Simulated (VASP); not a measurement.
GaN, 2 atoms in the cell. It takes space group F-43m (No. 216, cubic). Conventional cell: a = 4.455 Å, b = 4.455 Å, c = 4.455 Å, α = 90.00°, β = 90.00°, γ = 90.00°. Ga (site symmetry -43m) has 4 N at 1.93 Å within 2.6 Å. Within 2.6 Å of N (site symmetry -43m) lie 4 Ga at 1.93 Å. 

- Program: VASP 6.6.1
- Task: single point
- Functional: LDA
- Potentials or basis: VASP PAW LDA potentials, release 64 (Ga_d, N_h)
- Cutoff: 1330 eV
- k mesh: 10 × 10 × 10
- Occupations: gaussian, width 0.02 eV
- Spin: no spin polarisation
- Dipole correction: no
- Further INCAR settings: ALGO = Normal; EDIFF = 1e-06; NBANDS = 16

Potentials or basis: VASP PAW LDA potentials, release 64 (Ga_d, N_h).

The run is started by

```bash
$ cat potpaw_LDA.64/Ga_d/POTCAR potpaw_LDA.64/N_h/POTCAR > POTCAR
$ mpirun -np 1 vasp_std > vasp.out
```

Hardware: 1 thread of Intel(R) Xeon(R) Platinum 8259CL CPU @ 2.50GHz (Skylake/Cascade Lake), with other jobs on the host.

Problem. Estimate the wall time of this run.

Solution. Run time: 52 s on 1 thread of Intel(R) Xeon(R) Platinum 8259CL CPU @ 2.50GHz (Skylake/Cascade Lake), on a shared host, peak memory 0.25 GiB. Counts: scf iterations 12, k points 47.
